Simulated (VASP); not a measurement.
# Si (P6_3/mmc) in VASP: notebook, part 2 of 2

VASP 6.6.1.

## Step 4: Single point, LDA

This run uses another cell than the first one, of the same volume but with other edges.

Contents of INCAR:

```
PREC = Accurate
ENCUT = 520
EDIFF = 1E-6
ISMEAR = 0
SIGMA = 0.03
LREAL = F
LASPH = T
NELM = 60
ALGO = Normal
ISIF = 2
LWAVE = F
LCHARG = F
NBANDS = 16
```

Contents of KPOINTS:

```
Automatic mesh
0
Gamma
  12 12 6
```

Contents of POSCAR:

```
Si
1.0
    3.8537843876      0.0000000000      0.0000000000
   -1.9268921938      3.3374751803      0.0000000000
    0.0000000000      0.0000000000      6.1198096075
Si
4
Direct
    0.3333333333      0.6666666667      0.0439541821
    0.6666666667      0.3333333333      0.5439541821
    0.3333333333      0.6666666667      0.4560458179
    0.6666666667      0.3333333333      0.9560458179
```

Potentials or basis: VASP PAW LDA potentials, release 64 (Si).

On the command line:

```sh
> cat potpaw_LDA.64/Si/POTCAR > POTCAR
> mpirun -np 1 vasp_std > vasp.out
```

OUTCAR:

```text
PREC = Accurate
   ENCUT = 520
   EDIFF = 1E-6
   ISMEAR = 0
   LREAL = F
   LASPH = T
   NELM = 60
   ISIF = 2

 ion  position               nearest neighbor table
   1  0.333  0.667  0.044-   4 2.29   4 2.29   4 2.29   3 2.52
   2  0.667  0.333  0.544-   3 2.29   3 2.29   3 2.29   4 2.52
   3  0.333  0.667  0.456-   2 2.29   2 2.29   2 2.29   1 2.52
   4  0.667  0.333  0.956-   1 2.29   1 2.29   1 2.29   2 2.52

  LATTYP: Found a hexagonal cell.
 ALAT       =     3.8537843876
 C/A-ratio  =     1.5880000000

  Lattice vectors:

 A1 = (   3.8537843876,   0.0000000000,   0.0000000000)
 A2 = (  -1.9268921938,   3.3374751803,   0.0000000000)
 A3 = (   0.0000000000,   0.0000000000,   6.1198096075)

Analysis of symmetry for initial positions (statically):
=====================================================================
 Subroutine PRICEL returns:
 Original cell was already a primitive cell.

 Routine SETGRP: Setting up the symmetry group for a
 hexagonal supercell.

 Subroutine GETGRP returns: Found 24 space group operations
[... 174 lines left out ...]
 val. band max:        6.1196847271   @ k =   0.0833   0.0000   0.1667
 cond. band min:       6.2142043607   @ k =   0.4167   0.0000   0.1667
 fundamental gap:      0.0945196335
 Fermi energy:         6.2050693543

 k-point     1 :       0.0000    0.0000    0.0000
  band No.  band energies     occupation
      1      -6.1806      2.00000
      2      -3.9176      2.00000
      3      -0.3780      2.00000
      4       4.1984      2.00000
      5       4.1984      2.00000
      6       5.6399      2.00000
[... 433 lines left out ...]
      3      -0.7475      2.00000
      4       1.2142      2.00000
      5       1.6458      2.00000
      6       3.0604      2.00000
[... 8 lines left out ...]
     15      12.6647      0.00000
     16      13.0871      0.00000

 [... further k-points ...]

------------------------ aborting loop because EDIFF is reached ----------------------------------------

  FORCE on cell =-STRESS in cart. coord.  units (eV):
  Direction    XX          YY          ZZ          XY          YZ          ZX
  --------------------------------------------------------------------------------------
  -------------------------------------------------------------------------------------
  Total        0.9921382      0.9921382     -1.3954241      0.0000000     -0.0000000      0.0000000
  in kB       20.1947918     20.1947918    -28.4036027      0.0000000     -0.0000000      0.0000000
  external PRESSURE =       3.9953270 kB  Pullay stress =       0.0000000 kB

 VOLUME and BASIS-vectors are now :
 -----------------------------------------------------------------------------
  energy-cutoff  :      520.00
  volume of cell :       78.71
      direct lattice vectors                 reciprocal lattice vectors
     3.853784388  0.000000000  0.000000000     0.259485197  0.149813848  0.000000000
    -1.926892194  3.337475180  0.000000000     0.000000000  0.299627696  0.000000000
     0.000000000  0.000000000  6.119809607     0.000000000  0.000000000  0.163403776

 POSITION                                       TOTAL-FORCE (eV/Angst)
 -----------------------------------------------------------------------------------
     -0.00000      2.22498      0.26899        -0.000000      0.000000      1.750047
      1.92689      1.11249      3.32890         0.000000     -0.000000      1.750047
     -0.00000      2.22498      2.79091        -0.000000      0.000000     -1.750047
      1.92689      1.11249      5.85082         0.000000     -0.000000     -1.750047
 -----------------------------------------------------------------------------------
    total drift:                                0.000000     -0.000000      0.000000

  FREE ENERGIE OF THE ION-ELECTRON SYSTEM (eV)
  ---------------------------------------------------
  free  energy   TOTEN  =       -23.3499729694 eV

  energy  without entropy=      -23.3497586140  energy(sigma->0) =      -23.34986579
```

Wall time 61 s (1 thread of Intel Xeon Platinum 8488C (Sapphire Rapids), shared host); peak memory 0.19 GiB.

What came out:

```
Free energy            : -23.3500 eV
Pressure               : 0.4 GPa
Largest force          : 1.750 eV/Å
Band gap on the k mesh : zero (bands 8 and 9 overlap by 0.86 eV)
```

Forces in eV/Å, atoms in the order of the input:
```
Si   0.000  0.000  1.750
Si   0.000  0.000  1.750
Si   0.000  0.000 -1.750
Si   0.000  0.000 -1.750
```

Stress tensor (GPa, compression positive):
```
 2.02  0.00  0.00
 0.00  2.02  0.00
 0.00  0.00 -2.84
```

Caveat: forces of over 1 eV/Å act on the atoms, so gaps and moduli don't describe the material at rest.

## Step 5: Single point, LDA

This run uses another cell than the first one, of the same volume but with other edges.

Contents of INCAR:

```
PREC = Accurate ; ENCUT = 520
EDIFF = 1E-6 ; ISMEAR = 0
SIGMA = 0.03 ; LREAL = False
LASPH = True ; NELM = 60
ALGO = Normal ; ISIF = 2
LWAVE = False ; LCHARG = True
GGA = CA ; LELF = True
LVHAR = True ; NBANDS = 16
```

KPOINTS is that of step 4.

Contents of POSCAR:

```
Si
1.0
    3.8016851185      0.0000000000      0.0000000000
   -1.9008425593      3.2923558898      0.0000000000
    0.0000000000      0.0000000000      6.2886938331
Si
4
Direct
    0.3333333333      0.6666666667      0.0773474439
    0.6666666667      0.3333333333      0.5773474439
    0.3333333333      0.6666666667      0.4226525561
    0.6666666667      0.3333333333      0.9226525561
```

On the command line:

```sh
> cat potpaw_LDA.64/Si/POTCAR > POTCAR
> mpirun -np 1 vasp_std > vasp.out
```

It took 52 s on 1 thread of Intel Xeon Platinum 8488C (Sapphire Rapids), shared host; peak memory 0.19 GiB.

Results (log left out):

```yaml
Free_energy: -23.2926 eV
Pressure: 1.1 GPa
Largest_force: 3.008 eV/Å
Band_gap_on_the_k_mesh: zero (bands 8 and 9 overlap by 0.50 eV)
```

Forces on the atoms (eV/Å):
```
Si   0.000  0.000 -3.008
Si   0.000  0.000 -3.008
Si   0.000  0.000  3.008
Si   0.000  0.000  3.008
```

Stress tensor (GPa, compression positive):
```
-4.04  0.00  0.00
 0.00 -4.04  0.00
 0.00  0.00 11.32
```

Levels at points of the mesh, in eV from the Fermi level:
| k point | band 6 | band 7 | band 8 | band 9 | band 10 | band 11 |
| --- | --- | --- | --- | --- | --- | --- |
| (0.00, 0.00, 0.00) | -1.56 | 0.28 | 0.28 | 1.00 | 1.43 | 1.43 |
| (0.50, 0.00, 0.00) | -3.87 | -3.22 | -1.23 | 0.23 | 1.82 | 2.03 |
| (0.00, 0.00, 0.50) | -0.97 | -0.97 | -0.97 | 1.82 | 1.82 | 2.77 |
| (0.50, 0.00, 0.50) | -3.12 | -2.50 | -2.50 | 0.37 | 0.37 | 1.60 |

Caveat: semilocal functionals underestimate gaps, so a narrow gap can read as zero; forces of over 1 eV/Å act on the atoms, so gaps and moduli don't describe the material at rest.

## Step 6: Summary

| cell | gap on the mesh (eV) | pressure (GPa) | largest force (eV/Å) |
| --- | --- | --- | --- |
| a = 4.095, b = 4.095, c = 5.419 Å, angles 90.0, 90.0, 120.0°, 4 atoms, atomic positions A | none | 0.9 | 0.61 |
| a = 3.705, b = 3.705, c = 6.620 Å, angles 90.0, 90.0, 120.0°, 4 atoms, atomic positions B | none | 7.0 | 2.31 |
| a = 3.854, b = 3.854, c = 6.120 Å, angles 90.0, 90.0, 120.0°, 4 atoms, atomic positions A | none | 0.4 | 1.75 |
| a = 3.802, b = 3.802, c = 6.289 Å, angles 90.0, 90.0, 120.0°, 4 atoms, atomic positions C | none | 1.1 | 3.01 |

Alike in all rows: task single point; level LDA; potentials or basis VASP PAW LDA potentials, release 64 (Si); no spin polarisation; k mesh 12 × 12 × 6; cutoff (eV) 520; smearing gaussian 0.03 eV.

Caveats: forces of over 1 eV/Å act on the atoms, so gaps and moduli don't describe the material at rest (at least some runs); semilocal functionals underestimate gaps, so a narrow gap can read as zero (at least some runs); the cell stands under pressure (at least some runs).

Absolute energies hang on the potentials; compare differences alone.
